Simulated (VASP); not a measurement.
# C21O in VASP: notebook

The runs below take C21O through single point, with PBE+D3(BJ).

All numbers are computed with VASP 6.6.1; they aren't measurements. Logs are shortened: lines on timing, memory, paths and dates and some standing lists are left out, and cuts for length are marked.

## Step 1: The cell of the first run

The cell holds a slab with vacuum, 22 atoms: a = 5.030 Å, b = 3.557 Å, c = 23.825 Å, α = 90.00°, β = 90.00°, γ = 90.00°.

## Step 2: Single point, PBE+D3(BJ)

INCAR reads:

```
SYSTEM = C21O
ALGO = Normal
DIPOL = 0.5 0.5 0.296
EDIFF = 1E-6
ENCUT = 520
GGA = PE
IDIPOL = 3
ISIF = 2
ISMEAR = 0
IVDW = 12
LASPH = .TRUE.
LCHARG = .TRUE.
LDIPOL = .TRUE.
LELF = .TRUE.
LREAL = Auto
LVACPOTAV = .TRUE.
LVHAR = .TRUE.
LWAVE = .FALSE.
NBANDS = 62
NELM = 60
PREC = Accurate
SIGMA = 0.05
```

KPOINTS reads:

```
k-points
0
G
  5 8 1
  0 0 0
```

POSCAR reads:

```
C21O
1.0
    5.0304222913      0.0000000000      0.0000000000
    0.0000000000      3.5570457144      0.0000000000
    0.0000000000      0.0000000000     23.8251416051
C O
21 1
Direct
    0.2500000000      0.0000000000      0.1678898731
    0.7500000000      0.0000000000      0.1678898731
    0.0000000000      0.2500000000      0.1678898731
    0.5000000000      0.2500000000      0.1678898731
    0.0000000000      0.5000000000      0.2206746831
    0.5000000000      0.5000000000      0.2206746831
    0.2500000000      0.7500000000      0.2206746831
    0.7500000000      0.7500000000      0.2206746831
    0.2500000000      0.0023818432      0.2733210081
    0.7500000000      0.0023818432      0.2733210081
    0.0000000000      0.2476181568      0.2733210081
    0.5000000000      0.2476181568      0.2733210081
    0.0000000000      0.5094747646      0.3275705903
    0.5000000000      0.5094747646      0.3275705903
    0.2500000000      0.7405252354      0.3275705903
    0.7500000000      0.7405252354      0.3275705903
    0.2500000000      0.0286707501      0.3725115994
    0.7500000000      0.0286707501      0.3725115994
    0.0000000000      0.2213292499      0.3725115994
    0.5000000000      0.2213292499      0.3725115994
    0.2500000000      0.0286707501      0.5550918364
    0.2500000000      0.0286707501      0.5068234979
```

Potentials or basis: VASP PAW PBE potentials, release 64 (C, O).

The run is started by

```
$ cat potpaw_PBE.64/C/POTCAR potpaw_PBE.64/O/POTCAR > POTCAR
$ mpirun -np 1 vasp_std > vasp.out
```

OUTCAR:

```text
SYSTEM = C21O
   EDIFF = 1E-6
   ENCUT = 520
   GGA = PE
   ISIF = 2
   ISMEAR = 0
   IVDW = 12
   LASPH = .TRUE.
   LREAL = Auto
   NELM = 60
   PREC = Accurate
 IVDW          = 12

 ion  position               nearest neighbor table
   1  0.250  0.000  0.168-   3 1.54   4 1.54   7 1.54
   2  0.750  0.000  0.168-   3 1.54   4 1.54   8 1.54
   3  0.000  0.250  0.168-   1 1.54   2 1.54   5 1.54
   4  0.500  0.250  0.168-   1 1.54   2 1.54   6 1.54
   5  0.000  0.500  0.221-   7 1.54   8 1.54   3 1.54  11 1.54
   6  0.500  0.500  0.221-   7 1.54   8 1.54   4 1.54  12 1.54
   7  0.250  0.750  0.221-   5 1.54   6 1.54   1 1.54   9 1.54
   8  0.750  0.750  0.221-   5 1.54   6 1.54   2 1.54  10 1.54
   9  0.250  0.002  0.273-  11 1.53  12 1.53   7 1.54  15 1.59
  10  0.750  0.002  0.273-  11 1.53  12 1.53   8 1.54  16 1.59
  11  0.000  0.248  0.273-   9 1.53  10 1.53   5 1.54  13 1.59
  12  0.500  0.248  0.273-   9 1.53  10 1.53   6 1.54  14 1.59
  13  0.000  0.509  0.328-  19 1.48  16 1.50  15 1.50  11 1.59
  14  0.500  0.509  0.328-  20 1.48  16 1.50  15 1.50  12 1.59
  15  0.250  0.741  0.328-  17 1.48  14 1.50  13 1.50   9 1.59
  16  0.750  0.741  0.328-  18 1.48  14 1.50  13 1.50  10 1.59
  17  0.250  0.029  0.373-  19 1.43  20 1.43  15 1.48
  18  0.750  0.029  0.373-  19 1.43  20 1.43  16 1.48
  19  0.000  0.221  0.373-  17 1.43  18 1.43  13 1.48
  20  0.500  0.221  0.373-  17 1.43  18 1.43  14 1.48
  21  0.250  0.029  0.555-  22 1.15
  22  0.250  0.029  0.507-  21 1.15

  LATTYP: Found a simple orthorhombic cell.
 ALAT       =     3.5570457144
 B/A-ratio  =     1.4142135624
 C/A-ratio  =     6.6980138908

  Lattice vectors:

 A1 = (   0.0000000000,  -3.5570457144,   0.0000000000)
 A2 = (   5.0304222913,   0.0000000000,   0.0000000000)
 A3 = (   0.0000000000,   0.0000000000,  23.8251416051)

Analysis of symmetry for initial positions (statically):
=====================================================================
 Subroutine PRICEL returns:
 Original cell was already a primitive cell.

 Routine SETGRP: Setting up the symmetry group for a
 simple orthorhombic supercell.

 Subroutine GETGRP returns: Found  2 space group operations
 (whereof  1 operations were pure point group operations)
 out of a pool of  8 trial point group operations.

The static configuration has the point symmetry C_1 .
 The point group associated with its full space group is C_1h.

Analysis of symmetry for dynamics (positions and initial velocities):
=====================================================================
 Subroutine PRICEL returns:
 Original cell was already a primitive cell.

 Routine SETGRP: Setting up the symmetry group for a
 simple orthorhombic supercell.

 Subroutine GETGRP returns: Found  2 space group operations
 (whereof  1 operations were pure point group operations)
 out of a pool of  8 trial point group operations.

The dynamic configuration has the point symmetry C_1 .
 The point group associated with its full space group is C_1h.

 Subroutine INISYM returns: Found  2 space group operations
 (whereof  1 operations are pure point group operations),
 and found     1 'primitive' translations

----------------------------------------------------------------------------------------

                                     Primitive cell

  volume of cell :     426.3138

  direct lattice vectors                    reciprocal lattice vectors
     5.030422291  0.000000000  0.000000000     0.198790468  0.000000000  0.000000000
     0.000000000  3.557045714  0.000000000     0.000000000  0.281132175  0.000000000
     0.000000000  0.000000000 23.825141605     0.000000000  0.000000000  0.041972468

  length of vectors
     5.030422291  3.557045714 23.825141605     0.198790468  0.281132175  0.041972468

  position of ions in fractional coordinates (direct lattice)
     0.250000000  0.000000000  0.167889873
     0.750000000  0.000000000  0.167889873
     0.000000000  0.250000000  0.167889873
     0.500000000  0.250000000  0.167889873
     0.000000000  0.500000000  0.220674683
     0.500000000  0.500000000  0.220674683
[... 14 lines left out ...]
     0.250000000  0.028670750  0.555091836
     0.250000000  0.028670750  0.506823498

  ion indices of the primitive-cell ions
   primitive index   ion index
                 1           1
                 2           2
                 3           3
                 4           4
                 5           5
                 6           6
[... 14 lines left out ...]
                21          21
                22          22

----------------------------------------------------------------------------------------

 KPOINTS: k-points

Automatic generation of k-mesh.
 Grid dimensions read from file:
 generate k-points for:    5    8    1

 Generating k-lattice:

  Cartesian coordinates                     Fractional coordinates (reciprocal lattice)
     0.039758094  0.000000000  0.000000000     0.200000000  0.000000000  0.000000000
     0.000000000  0.035141522  0.000000000     0.000000000  0.125000000  0.000000000
     0.000000000  0.000000000  0.041972468     0.000000000  0.000000000  1.000000000

  Length of vectors
     0.039758094  0.035141522  0.041972468

  Shift w.r.t. Gamma in fractional coordinates (k-lattice)
     0.000000000  0.000000000  0.000000000

 Subroutine IBZKPT returns following result:
 ===========================================

 Found     15 irreducible k-points:

 Following reciprocal coordinates:
            Coordinates               Weight
  0.000000  0.000000  0.000000      1.000000
  0.200000  0.000000  0.000000      2.000000
  0.400000  0.000000  0.000000      2.000000
  0.000000  0.125000  0.000000      2.000000
  0.200000  0.125000  0.000000      4.000000
  0.400000  0.125000  0.000000      4.000000
  0.000000  0.250000  0.000000      2.000000
  0.200000  0.250000  0.000000      4.000000
  0.400000  0.250000  0.000000      4.000000
  0.000000  0.375000  0.000000      2.000000
  0.200000  0.375000  0.000000      4.000000
  0.400000  0.375000  0.000000      4.000000
  0.000000  0.500000  0.000000      1.000000
  0.200000  0.500000  0.000000      2.000000
  0.400000  0.500000  0.000000      2.000000
   k-points           NKPTS =     15   k-points in BZ     NKDIM =     15   number of bands    NBANDS=     62
   number of dos      NEDOS =    301   number of ions     NIONS =     22
   total plane-waves  NPLWV = 201600
   dimension x,y,z NGX =    40 NGY =   28 NGZ =  180
   dimension x,y,z NGXF=    80 NGYF=   56 NGZF=  360
   ions per type =              21   1
   NGX,Y,Z   is equivalent  to a cutoff of  13.22, 13.09, 12.56 a.u.
   NGXF,Y,Z  is equivalent  to a cutoff of  26.44, 26.17, 25.12 a.u.
 SYSTEM =  C21O
   PREC   = accura    normal or accurate (medium, high low for compatibility)
   ISTART =      0    job   : 0-new  1-cont  2-samecut
   ICHARG =      2    charge: 1-file 2-atom 10-const
   ISPIN  =      1    spin polarized calculation?
   LNONCOLLINEAR =      F non collinear calculations
   LSORBIT =      F    spin-orbit coupling
   LASPH  =      T    aspherical Exc in radial PAW
   ENCUT  =  520.0 eV  38.22 Ry    6.18 a.u.   9.35  6.61 44.30*2*pi/ulx,y,z
   NELM   =     60;   NELMIN=  2; NELMDL= -5     # of ELM steps
   EDIFF  = 0.1E-05   stopping-criterion for ELM
   LREAL  =      T    real-space projection
   EDIFFG = 0.1E-04   stopping-criterion for IOM
   NSW    =      0    number of steps for IOM
   IBRION =     -1    ionic relax: 0-MD 1-quasi-New 2-CG
   NFREE  =      0    steps in history (QN), initial steepest desc. (CG)
   ISIF   =      2    stress and relaxation
   ISYM   =      2    0-nonsym 1-usesym 2-fastsym
   POTIM  = 0.5000    time-step for ionic-motion
   TEBEG  =    0.0;   TEEND  =   0.0 temperature during run
   PSTRESS=    0.0 pullay stress
   NELECT =      90.0000    total number of electrons
   NUPDOWN=      -1.0000    fix difference up-down
   EMIN   =  10.00;   EMAX   =-10.00  energy-range for DOS
   EFERMI =   0.00;   METHOD = LEGACY
   ISMEAR =     0;   SIGMA  =   0.05  broadening in eV -4-tet -1-fermi 0-gaus
   EFERMI_NEDOS =   21; number of points for ismear=-14 and -15
   IALGO  =     38    algorithm
   IMIX   =      4    mixing-type and parameters
     AMIX     =   0.40;   BMIX     =  1.00
     AMIX_MAG =   1.60;   BMIX_MAG =  1.00
  volume/ion in A,a.u.               =      19.38       130.77
  Fermi-wavevector in a.u.,A,eV,Ry     =   0.974793  1.842092 12.928555  0.950222
  Thomas-Fermi vector in A             =   2.105281
   LORBIT       =      0    0 simple, 1 ext, 2 COOP (PROOUT), +10 PAW based schemes
   GGA     = PE    functional components
   LHFCALC =     F    Hartree Fock is set to
   AEXX    =    0.0000 exact exchange contribution
   IVDW    =    12    specifies the selected vdW correction
   LEPSILON=     F    determine dielectric tensor
   LRPA    =     F    only Hartree local field effects (RPA)
 non-spin polarized calculation
 Gauss-broadening in eV      SIGMA  =   0.05
  energy-cutoff  :      520.00
  volume of cell :      426.31
 maximum number of plane-waves:     11543
 NGX is ok and might be reduce to    40
   NGX = 19   NGY = 13   NGZ = 89

 dipolmoment           0.000000      0.000000      0.116418 electrons x Angstroem

 number of electron      90.0000006 magnetization

 dipolmoment           0.000000      0.000000     -0.040220 electrons x Angstroem

 Free energy of the ion-electron system (eV)
  ---------------------------------------------------
  ext. energy  EPLUGINS =         0.00000000
  ---------------------------------------------------
  free energy    TOTEN  =      -183.31432796 eV

  energy without entropy =     -183.30927753  energy(sigma->0) =     -183.31180275

 E-fermi :  -1.1724     XC(G=0):  -5.0859

 val. band max:       -1.1868688425   @ k =   0.4000   0.5000   0.0000
 cond. band min:      -1.1291397740   @ k =   0.4000   0.5000   0.0000
 fundamental gap:      0.0577290685
 Fermi energy:        -1.1724160257

 k-point     1 :       0.0000    0.0000    0.0000
  band No.  band energies     occupation
      1     -25.1810      2.00000
      2     -22.6912      2.00000
      3     -20.8175      2.00000
      4     -18.2449      2.00000
      5     -18.2442      2.00000
      6     -17.7797      2.00000
[... 889 lines left out ...]
     56       6.7613      0.00000
     57       7.0230      0.00000
 [bands above 57 left out]

------------------------ aborting loop because EDIFF is reached ----------------------------------------

 Edisp (eV)   -3.10870

 E8    (eV) :    -0.9310

  FORCE on cell =-STRESS in cart. coord.  units (eV):
  Direction    XX          YY          ZZ          XY          YZ          ZX
  --------------------------------------------------------------------------------------
  -------------------------------------------------------------------------------------
  Total      -8.24066    11.25732    -5.22876     0.00000    -0.02508     0.00000
  in kB     -30.97013    42.30740   -19.65080     0.00000    -0.09424     0.00000
  external pressure =       -2.77 kB  Pullay stress =        0.00 kB

 VOLUME and BASIS-vectors are now :
 -----------------------------------------------------------------------------
  energy-cutoff  :      520.00
  volume of cell :      426.31
      direct lattice vectors                 reciprocal lattice vectors
     5.030422291  0.000000000  0.000000000     0.198790468  0.000000000  0.000000000
     0.000000000  3.557045714  0.000000000     0.000000000  0.281132175  0.000000000
     0.000000000  0.000000000 23.825141605     0.000000000  0.000000000  0.041972468

 POSITION                                       TOTAL-FORCE (eV/Angst)
 -----------------------------------------------------------------------------------
      1.25761      0.00000      4.00000         0.000000      4.256604      0.936834
      3.77282      0.00000      4.00000         0.000000      4.261146      0.941613
      0.00000      0.88926      4.00000        -0.001617     -4.260374      0.939415
      2.51521      0.88926      4.00000         0.001617     -4.260374      0.939415
      0.00000      1.77852      5.25761        -0.000615      1.060619     -0.969030
      2.51521      1.77852      5.25761         0.000615      1.060619     -0.969030
[... 14 lines left out ...]
      1.25761      0.10198     13.22514         0.000000      0.005329     -0.728354
      1.25761      0.10198     12.07514         0.000000     -0.006155      0.776200
 -----------------------------------------------------------------------------------
    total drift:                                0.000000      0.009448      0.029311

  FREE ENERGIE OF THE ION-ELECTRON SYSTEM (eV)
  ---------------------------------------------------
  free  energy   TOTEN  =      -186.4230297543 eV

  energy  without entropy=     -186.4179793316  energy(sigma->0) =     -186.42050454

 vacuum level on the upper side and lower side of the slab         4.450         4.856
```

It took 6.7 min on 1 thread of AMD EPYC 9R45 (Zen 5), shared host; peak memory 0.57 GiB.

What came out:

| Item | Value |
| --- | --- |
| Free energy | -186.4230 eV |
| Largest force | 4.364 eV/Å |
| Band gap on the k mesh | zero (bands 45 and 46 overlap by 0.03 eV) |
| Dispersion energy per atom | -0.141 eV |

Forces on the atoms (eV/Å):
```
C    0.000  4.257  0.937
C    0.000  4.261  0.942
C   -0.002 -4.260  0.939
C    0.002 -4.260  0.939
C   -0.001  1.061 -0.969
C    0.001  1.061 -0.969
C    0.000 -1.064 -0.963
C    0.000 -1.061 -0.974
C    0.000 -0.006  0.002
C    0.000 -0.011  0.019
C    0.000  0.012  0.009
C    0.000  0.012  0.009
C    0.008 -0.004 -0.020
C   -0.008 -0.004 -0.020
C    0.000  0.004 -0.003
C    0.000 -0.009 -0.022
C    0.000  0.006 -0.052
C    0.000 -0.007  0.061
C    0.000  0.008  0.045
C    0.000  0.008  0.045
C    0.000  0.005 -0.728
O    0.000 -0.006  0.776
```

## Step 3: Single point, PBE+D3(BJ)

INCAR reads:

```
SYSTEM = C21O
PREC = Accurate ; ENCUT = 520
EDIFF = 1E-7 ; ISMEAR = 0
SIGMA = 0.05 ; LREAL = Auto
LASPH = .TRUE. ; NELM = 60
ALGO = Normal ; ISIF = 2
LWAVE = .FALSE. ; LCHARG = .TRUE.
LDIPOL = .TRUE. ; IDIPOL = 3
DIPOL = 0.5 0.5 0.296 ; GGA = PE
IVDW = 12 ; LELF = .TRUE.
LVHAR = .TRUE. ; LVACPOTAV = .TRUE.
NBANDS = 62
```

KPOINTS reads:

```
Automatic mesh
0
G
  5 8 1
  0 0 0
```

Edit POSCAR of step 2 so:

```diff
@@ -28,3 +28,3 @@
     0.5000000000      0.2213292499      0.3725115994
-    0.2500000000      0.0286707501      0.5550918364
-    0.2500000000      0.0286707501      0.5068234979
+    0.2500000000      0.5286707501      0.5550918364
+    0.2500000000      0.5286707501      0.5068234979
```

Potentials or basis: VASP PAW PBE potentials, release 64 (C, O).

The run is started by

```
$ cat potpaw_PBE.64/C/POTCAR potpaw_PBE.64/O/POTCAR > POTCAR
$ mpirun -np 1 vasp_std > vasp.out
```

Wall time 7.3 min (1 thread of AMD EPYC 9R45 (Zen 5), shared host); peak memory 0.57 GiB.

Results (log left out):

```
Free energy                : -186.4437 eV
Largest force              : 4.363 eV/Å
Band gap on the k mesh     : zero (bands 45 and 46 overlap by 0.03 eV)
Dispersion energy per atom : -0.141 eV
```

Forces on the atoms (eV/Å):
```
C    0.000  4.260  0.938
C    0.000  4.259  0.941
C    0.000 -4.260  0.939
C    0.000 -4.260  0.939
C   -0.001  1.062 -0.969
C    0.001  1.062 -0.969
C    0.000 -1.064 -0.965
C    0.000 -1.062 -0.972
C    0.000 -0.010  0.005
C    0.000 -0.010  0.017
C    0.000  0.009  0.011
C    0.000  0.009  0.011
C    0.004  0.003 -0.013
C   -0.004  0.003 -0.013
C    0.000  0.002 -0.006
C    0.000 -0.006 -0.025
C    0.000  0.001  0.028
C    0.000 -0.008  0.062
C    0.002 -0.004  0.033
C   -0.002 -0.004  0.033
C    0.000  0.003 -0.734
O    0.000  0.014  0.707
```

Levels at points of the mesh, in eV from the Fermi level:
| k point | band 41 | band 42 | band 43 | band 44 | band 45 | band 46 | band 47 | band 48 | band 49 | band 50 |
| --- | --- | --- | --- | --- | --- | --- | --- | --- | --- | --- |
| (0.00, 0.00, 0.00) | -1.35 | -0.80 | -0.71 | -0.71 | -0.04 | -0.04 | 0.13 | 1.51 | 3.02 | 3.35 |
| (0.00, 0.50, 0.00) | -2.57 | -0.55 | -0.37 | -0.16 | -0.16 | 0.14 | 0.64 | 0.64 | 1.03 | 2.40 |

## Step 4: Single point, PBE+D3(BJ)

INCAR reads:

```
PREC     = Accurate       # precision mode
ENCUT    = 520            # plane-wave cutoff, eV
EDIFF    = 1E-7           # SCF threshold, eV
ISMEAR   = 0              # smearing method
SIGMA    = 0.05           # smearing width, eV
LREAL    = Auto         
LASPH    = T              # aspherical terms in the spheres
NELM     = 100            # most SCF steps
ALGO     = Normal         # electronic algorithm
ISIF     = 2              # what is computed and relaxed
LWAVE    = F              # write WAVECAR
LCHARG   = T              # write CHGCAR
LDIPOL   = T            
IDIPOL   = 3            
DIPOL    = 0.5 0.5 0.296
GGA      = PE             # functional
IVDW     = 12             # dispersion correction
LELF     = T              # ELF
LVHAR    = T            
LVACPOTAV= T            
NBANDS   = 62             # bands
```

KPOINTS reads:

```
regular mesh
0
Gamma
  5 8 1
```

Edit POSCAR of step 3 so:

```diff
@@ -28,3 +28,3 @@
     0.5000000000      0.2213292499      0.3725115994
-    0.2500000000      0.5286707501      0.5550918364
-    0.2500000000      0.5286707501      0.5068234979
+    0.5000000000      0.0286707501      0.5550918364
+    0.5000000000      0.0286707501      0.5068234979
```

The run is started by

```
$ cat potpaw_PBE.64/C/POTCAR potpaw_PBE.64/O/POTCAR > POTCAR
$ mpirun -np 1 vasp_std > vasp.out
```

Wall time 8 min (1 thread of AMD EPYC 9R45 (Zen 5), shared host); peak memory 0.57 GiB.

Results (log left out):

* Free energy: -186.4251 eV
* Largest force: 4.364 eV/Å
* Band gap on the k mesh: zero (bands 45 and 46 overlap by 0.03 eV)
* Dispersion energy per atom: -0.141 eV

Forces on the atoms (eV/Å):
```
C   -0.001  4.259  0.939
C    0.001  4.259  0.939
C    0.000 -4.261  0.941
C    0.000 -4.259  0.938
C    0.000  1.060 -0.973
C    0.000  1.062 -0.964
C   -0.001 -1.062 -0.969
C    0.001 -1.062 -0.969
C    0.000 -0.011  0.009
C    0.000 -0.011  0.009
C    0.000  0.010  0.018
C    0.000  0.009  0.001
C    0.000  0.008 -0.024
C    0.000 -0.012 -0.010
C    0.005 -0.001 -0.016
C   -0.005 -0.001 -0.016
C   -0.003  0.000  0.024
C    0.003  0.000  0.024
C    0.000  0.005  0.065
C    0.000  0.013 -0.007
C    0.000  0.007 -0.727
O    0.000 -0.013  0.768
```

Levels at points of the mesh, in eV from the Fermi level:
```csv
k point,band 41,band 42,band 43,band 44,band 45,band 46,band 47,band 48,band 49,band 50
"(0.00, 0.00, 0.00)",-1.35,-0.80,-0.71,-0.71,-0.04,-0.04,0.13,1.51,3.00,3.35
"(0.00, 0.50, 0.00)",-2.57,-0.55,-0.36,-0.16,-0.16,0.14,0.64,0.65,1.00,2.38
```

(Continued in part 2 of 2.)

The gap in the log of VASP goes by the Fermi energy; the results here count the filled bands.